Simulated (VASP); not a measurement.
# TiSi2 (Immm) in VASP: further runs

Aim: see how the results for TiSi2 move with the level of theory and the settings. Levels: revPBE, RPBE. Tasks: single point.

Everything below comes from runs of VASP 6.6.1. Logs are shortened: lines on timing, memory, paths and dates and some standing lists are left out, and cuts for length are marked.

## (1) The cell of the first run

It takes space group Immm (No. 71, orthorhombic). The conventional cell has a = 2.974 Å, b = 3.438 Å, c = 8.444 Å, α = 90.00°, β = 90.00°, γ = 90.00°. Within 3.5 Å of Ti (site symmetry mmm) lie 10 Si at 2.69 to 2.79 Å and 4 Ti at 2.97 to 3.44 Å. Within 3.5 Å of Si (site symmetry mm2) lie 9 Si at 2.64 to 3.44 Å and 5 Ti at 2.69 to 2.79 Å.

## (2) Single point, revPBE

INCAR reads:

```
SYSTEM = TiSi2
ALGO = Normal
EDIFF = 1E-6
ENCUT = 520
GGA = RE
ISIF = 2
ISMEAR = -1
LASPH = .TRUE.
LCHARG = .TRUE.
LELF = .TRUE.
LREAL = .FALSE.
LVHAR = .TRUE.
LWAVE = .FALSE.
NBANDS = 17
NELM = 60
PREC = Accurate
SIGMA = 0.05
```

KPOINTS reads:

```
k-points
0
G
  12 12 12
  0 0 0
```

POSCAR reads:

```
TiSi2
1.0
   -1.4867854720      1.7188660220      4.2219633992
    1.4867854720     -1.7188660220      4.2219633992
    1.4867854720      1.7188660220     -4.2219633992
Ti Si
1 2
Direct
    0.0000000000      0.0000000000      0.0000000000
    0.6699921586      0.6699921586      0.0000000000
    0.3300078414      0.3300078414      0.0000000000
```

Potentials or basis: VASP PAW PBE potentials, release 64 (Ti_sv, Si).

Started as:

```console
> cat potpaw_PBE.64/Ti_sv/POTCAR potpaw_PBE.64/Si/POTCAR > POTCAR
> mpirun -np 1 vasp_std > vasp.out
```

OUTCAR:

```text
SYSTEM = TiSi2
   EDIFF = 1E-6
   ENCUT = 520
   GGA = RE
   ISIF = 2
   ISMEAR = -1
   LASPH = .TRUE.
   LREAL = .FALSE.
   NELM = 60
   PREC = Accurate

 ion  position               nearest neighbor table
   1  0.000  0.000  0.000-   2 2.69   2 2.69   2 2.69   3 2.69   2 2.69   3 2.69   3 2.69   3 2.69
                             2 2.79   3 2.79
   2  0.670  0.670  0.000-   3 2.64   3 2.64   3 2.64   3 2.64   1 2.69   1 2.69   1 2.69   1 2.69
                             1 2.79   3 2.87
   3  0.330  0.330  0.000-   2 2.64   2 2.64   2 2.64   2 2.64   1 2.69   1 2.69   1 2.69   1 2.69
                             1 2.79   2 2.87

  LATTYP: Found a body centered orthorhombic cell.
 ALAT       =     2.9735709440
 B/A-ratio  =     1.1560955191
 C/A-ratio  =     2.8396587663

  Lattice vectors:

 A1 = (  -1.4867854720,   1.7188660220,   4.2219633992)
 A2 = (   1.4867854720,  -1.7188660220,   4.2219633992)
 A3 = (   1.4867854720,   1.7188660220,  -4.2219633992)

Analysis of symmetry for initial positions (statically):
=====================================================================
 Subroutine PRICEL returns:
 Original cell was already a primitive cell.

 Routine SETGRP: Setting up the symmetry group for a
 body centered orthorhombic supercell.

 Subroutine GETGRP returns: Found  8 space group operations
 (whereof  8 operations were pure point group operations)
 out of a pool of  8 trial point group operations.

The static configuration has the point symmetry D_2h.

Analysis of symmetry for dynamics (positions and initial velocities):
=====================================================================
 Subroutine PRICEL returns:
 Original cell was already a primitive cell.

 Routine SETGRP: Setting up the symmetry group for a
 body centered orthorhombic supercell.

 Subroutine GETGRP returns: Found  8 space group operations
 (whereof  8 operations were pure point group operations)
 out of a pool of  8 trial point group operations.

The dynamic configuration has the point symmetry D_2h.

 Subroutine INISYM returns: Found  8 space group operations
 (whereof  8 operations are pure point group operations),
 and found     1 'primitive' translations

----------------------------------------------------------------------------------------

                                     Primitive cell
[... 90 lines left out ...]
   LASPH  =      T    aspherical Exc in radial PAW
   ENCUT  =  520.0 eV  38.22 Ry    6.18 a.u.   8.92  8.92  8.92*2*pi/ulx,y,z
   NELM   =     60;   NELMIN=  2; NELMDL= -5     # of ELM steps
   EDIFF  = 0.1E-05   stopping-criterion for ELM
   LREAL  =      F    real-space projection
   EDIFFG = 0.1E-04   stopping-criterion for IOM
   NSW    =      0    number of steps for IOM
   IBRION =     -1    ionic relax: 0-MD 1-quasi-New 2-CG
   NFREE  =      0    steps in history (QN), initial steepest desc. (CG)
   ISIF   =      2    stress and relaxation
   ISYM   =      2    0-nonsym 1-usesym 2-fastsym
   POTIM  = 0.5000    time-step for ionic-motion
   TEBEG  =    0.0;   TEEND  =   0.0 temperature during run
   PSTRESS=    0.0 pullay stress
   NELECT =      20.0000    total number of electrons
   NUPDOWN=      -1.0000    fix difference up-down
   EMIN   =  10.00;   EMAX   =-10.00  energy-range for DOS
   EFERMI =   0.00;   METHOD = LEGACY
   ISMEAR =    -1;   SIGMA  =   0.05  broadening in eV -4-tet -1-fermi 0-gaus
   EFERMI_NEDOS =   21; number of points for ismear=-14 and -15
   IALGO  =     38    algorithm
   IMIX   =      4    mixing-type and parameters
     AMIX     =   0.40;   BMIX     =  1.00
     AMIX_MAG =   1.60;   BMIX_MAG =  1.00
  volume/ion in A,a.u.               =      14.39        97.08
  Fermi-wavevector in a.u.,A,eV,Ry     =   1.266864  2.394025 21.836585  1.604944
  Thomas-Fermi vector in A             =   2.400042
   LORBIT       =      0    0 simple, 1 ext, 2 COOP (PROOUT), +10 PAW based schemes
   GGA     = RE    functional components
   LHFCALC =     F    Hartree Fock is set to
   AEXX    =    0.0000 exact exchange contribution
   IVDW    =     0    specifies the selected vdW correction
   LEPSILON=     F    determine dielectric tensor
   LRPA    =     F    only Hartree local field effects (RPA)
 non-spin polarized calculation
  energy-cutoff  :      520.00
  volume of cell :       43.16
 maximum number of plane-waves:      1192
   NGX = 17   NGY = 17   NGZ = 17

 number of electron      19.9999998 magnetization

 Free energy of the ion-electron system (eV)
  ---------------------------------------------------
  ext. energy  EPLUGINS =         0.00000000
  ---------------------------------------------------
  free energy    TOTEN  =       -19.04821252 eV

  energy without entropy =      -19.03673394  energy(sigma->0) =      -19.04247323

 E-fermi :   9.8731     XC(G=0): -11.5905

 val. band max:        9.8647190443   @ k =  -0.4167   0.5000   0.3333
 cond. band min:       9.8858211593   @ k =  -0.4167   0.1667   0.0000
 fundamental gap:      0.0211021150
 Fermi energy:         9.8731117735

 k-point     1 :       0.0000    0.0000    0.0000
  band No.  band energies     occupation
      1     -46.5430      2.00000
      2     -22.8116      2.00000
      3     -22.7933      2.00000
      4     -22.5631      2.00000
      5      -2.5799      2.00000
      6       5.1976      2.00000
[... 457 lines left out ...]
      4     -22.6349      2.00000
      5      -0.4057      2.00000
      6       2.8025      2.00000
[... 9 lines left out ...]
     16      15.0077      0.00000
     17      17.5604      0.00000

 [... further k-points ...]

------------------------ aborting loop because EDIFF is reached ----------------------------------------

  FORCE on cell =-STRESS in cart. coord.  units (eV):
  Direction    XX          YY          ZZ          XY          YZ          ZX
  --------------------------------------------------------------------------------------
  -------------------------------------------------------------------------------------
  Total       -0.0626275     -0.0539908     -0.0725351     -0.0000000      0.0000000      0.0000000
  in kB       -2.3249349     -2.0043123     -2.6927362     -0.0000000      0.0000000      0.0000000
  external PRESSURE =      -2.3406612 kB  Pullay stress =       0.0000000 kB

 VOLUME and BASIS-vectors are now :
 -----------------------------------------------------------------------------
  energy-cutoff  :      520.00
  volume of cell :       43.16
      direct lattice vectors                 reciprocal lattice vectors
    -1.486785472  1.718866022  4.221963399     0.000000000  0.290889455  0.118428312
     1.486785472 -1.718866022  4.221963399     0.336295995  0.000000000  0.118428312
     1.486785472  1.718866022 -4.221963399     0.336295995  0.290889455  0.000000000

 POSITION                                       TOTAL-FORCE (eV/Angst)
 -----------------------------------------------------------------------------------
      0.00000      0.00000      0.00000        -0.000000      0.000000      0.000000
      0.00000      0.00000      5.65736         0.000000     -0.000000      0.009392
      0.00000      0.00000      2.78656        -0.000000      0.000000     -0.009392
 -----------------------------------------------------------------------------------
    total drift:                                0.000000     -0.000000     -0.000000

  FREE ENERGIE OF THE ION-ELECTRON SYSTEM (eV)
  ---------------------------------------------------
  free  energy   TOTEN  =       -19.0482125221 eV

  energy  without entropy=      -19.0367339433  energy(sigma->0) =      -19.04247323
```

OSZICAR:

```text
N       E                     dE             d eps       ncg     rms          rms(c)
DAV:   1     0.131233786953E+03    0.13123E+03   -0.95745E+03  9528   0.121E+03
DAV:   2    -0.118867130585E+02   -0.14312E+03   -0.13940E+03  9733   0.313E+02
DAV:   3    -0.206467894834E+02   -0.87601E+01   -0.85729E+01 14596   0.715E+01
DAV:   4    -0.208850917606E+02   -0.23830E+00   -0.23773E+00 11652   0.109E+01
DAV:   5    -0.208932042593E+02   -0.81125E-02   -0.81111E-02 15084   0.188E+00    0.123E+01
DAV:   6    -0.194992426446E+02    0.13940E+01   -0.16658E+01 12465   0.342E+01    0.543E+00
DAV:   7    -0.190949037093E+02    0.40434E+00   -0.36429E+00 12102   0.155E+01    0.354E+00
DAV:   8    -0.190671544005E+02    0.27749E-01   -0.56356E-01 11280   0.672E+00    0.130E+00
DAV:   9    -0.190502022539E+02    0.16952E-01   -0.20280E-01 11360   0.417E+00    0.480E-01
DAV:  10    -0.190483797283E+02    0.18225E-02   -0.92737E-03 11527   0.796E-01    0.184E-01
DAV:  11    -0.190483162125E+02    0.63516E-04   -0.46535E-03 13089   0.559E-01    0.149E-01
DAV:  12    -0.190482143522E+02    0.10186E-03   -0.72660E-04 11648   0.258E-01    0.177E-02
DAV:  13    -0.190482131419E+02    0.12103E-05   -0.12359E-05 11140   0.296E-02    0.164E-02
DAV:  14    -0.190482125221E+02    0.61976E-06   -0.31188E-06 10879   0.156E-02
   1 F= -.19048213E+02 E0= -.19042473E+02  d E =-.114786E-01
```

stdout:

```text
POSCAR found type information on POSCAR TiSi
 POSCAR found :  2 types and       3 ions
 scaLAPACK will be used
 -----------------------------------------------------------------------------
|                                                                             |
|                                                                             |
|     You enforced a specific xc type in the INCAR file but a different       |
|     I HOPE YOU KNOW WHAT YOU ARE DOING!                                     |
|                                                                             |
 -----------------------------------------------------------------------------

 LDA part: xc-table for (Slater+PW92), standard interpolation
 POSCAR, INCAR and KPOINTS ok, starting setup
 FFT: planning ... GRIDC
 FFT: planning ... GRID_SOFT
 FFT: planning ... GRID
 WAVECAR not read
 entering main loop
```

It took 5.5 min on 1 thread of Intel Xeon Platinum 8488C (Sapphire Rapids), shared host; peak memory 0.34 GiB.

What came out:

```
Free energy            : -19.0482 eV
Pressure               : -0.2 GPa
Largest force          : 0.009 eV/Å
Band gap on the k mesh : zero (bands 10 and 11 overlap by 2.28 eV)
```

Forces in eV/Å, atoms in the order of the input:
```
Ti   0.000  0.000  0.000
Si   0.000  0.000  0.009
Si   0.000  0.000 -0.009
```

Caveat: the PAW data sets were made with another functional, which shifts forces and pressure a little.

## (3) Single point, RPBE

This run uses another cell than the first one, of 14.45 Å³/atom.

INCAR reads:

```
SYSTEM = TiSi2
PREC = Accurate ; ENCUT = 520
EDIFF = 1E-7 ; ISMEAR = -1
SIGMA = 0.05 ; LREAL = .False.
LASPH = .True. ; NELM = 60
ALGO = Normal ; ISIF = 2
LWAVE = .False. ; LCHARG = .False.
GGA = RP ; NBANDS = 17
```

KPOINTS reads:

```
Automatic mesh
0
Gamma
  12 12 12
  0 0 0
```

POSCAR reads:

```
TiSi2
1.0
   -1.4894525864      1.7212434236      4.2283904933
    1.4894525864     -1.7212434236      4.2283904933
    1.4894525864      1.7212434236     -4.2283904933
Ti Si
1 2
Direct
    0.0000000000      0.0000000000      0.0000000000
    0.6701035348      0.6701035348      0.0000000000
    0.3298964652      0.3298964652      0.0000000000
```

Potentials or basis: VASP PAW PBE potentials, release 64 (Ti_sv, Si).

Started as:

```console
> cat potpaw_PBE.64/Ti_sv/POTCAR potpaw_PBE.64/Si/POTCAR > POTCAR
> mpirun -np 1 vasp_std > vasp.out
```

OUTCAR:

```text
SYSTEM = TiSi2
   PREC = Accurate
   ENCUT = 520
   EDIFF = 1E-7
   ISMEAR = -1
   LREAL = .False.
   LASPH = .True.
   NELM = 60
   ISIF = 2
   GGA = RP

 ion  position               nearest neighbor table
   1  0.000  0.000  0.000-   2 2.69   2 2.69   3 2.69   2 2.69   3 2.69   3 2.69   2 2.69   3 2.69
                             2 2.79   3 2.79
   2  0.670  0.670  0.000-   3 2.65   3 2.65   3 2.65   3 2.65   1 2.69   1 2.69   1 2.69   1 2.69
                             1 2.79   3 2.88
   3  0.330  0.330  0.000-   2 2.65   2 2.65   2 2.65   2 2.65   1 2.69   1 2.69   1 2.69   1 2.69
[... 681 lines left out ...]
  --------------------------------------------------------------------------------------
  -------------------------------------------------------------------------------------
  Total       -0.0833879     -0.0706360     -0.0831725      0.0000000      0.0000000      0.0000000
  in kB       -3.0811250     -2.6099528     -3.0731682      0.0000000      0.0000000      0.0000000
  external PRESSURE =      -2.9214153 kB  Pullay stress =       0.0000000 kB

 VOLUME and BASIS-vectors are now :
 -----------------------------------------------------------------------------
  energy-cutoff  :      520.00
  volume of cell :       43.36
      direct lattice vectors                 reciprocal lattice vectors
    -1.489452586  1.721243424  4.228390493     0.000000000  0.290487675  0.118248303
     1.489452586 -1.721243424  4.228390493     0.335693801  0.000000000  0.118248303
     1.489452586  1.721243424 -4.228390493     0.335693801  0.290487675  0.000000000

 POSITION                                       TOTAL-FORCE (eV/Angst)
 -----------------------------------------------------------------------------------
      0.00000      0.00000      0.00000        -0.000000      0.000000     -0.000000
      0.00000      0.00000      5.66692        -0.000000     -0.000000      0.010046
      0.00000      0.00000      2.78986         0.000000      0.000000     -0.010046
 -----------------------------------------------------------------------------------
    total drift:                               -0.000000     -0.000000     -0.000000

  FREE ENERGIE OF THE ION-ELECTRON SYSTEM (eV)
  ---------------------------------------------------
  free  energy   TOTEN  =       -18.8293646587 eV

  energy  without entropy=      -18.8177999232  energy(sigma->0) =      -18.82358229
```

stdout:

```text
POSCAR found type information on POSCAR TiSi
 POSCAR found :  2 types and       3 ions
 scaLAPACK will be used
 -----------------------------------------------------------------------------
|                                                                             |
|                                                                             |
|     You enforced a specific xc type in the INCAR file but a different       |
|     I HOPE YOU KNOW WHAT YOU ARE DOING!                                     |
|                                                                             |
 -----------------------------------------------------------------------------

 LDA part: xc-table for (Slater+PW92), standard interpolation
 POSCAR, INCAR and KPOINTS ok, starting setup
 FFT: planning ... GRIDC
 FFT: planning ... GRID_SOFT
 FFT: planning ... GRID
 WAVECAR not read
 entering main loop
```

It took 4.9 min on 1 thread of Intel Xeon Platinum 8488C (Sapphire Rapids), shared host; peak memory 0.35 GiB.

What came out:

| Property | Result |
| --- | --- |
| Free energy | -18.8294 eV |
| Pressure | -0.3 GPa |
| Largest force | 0.010 eV/Å |
| Band gap on the k mesh | zero (bands 10 and 11 overlap by 2.27 eV) |

Forces in eV/Å, atoms in the order of the input:
```
Ti   0.000  0.000  0.000
Si   0.000  0.000  0.010
Si   0.000  0.000 -0.010
```

Caveat: the PAW data sets were made with another functional, which shifts forces and pressure a little.
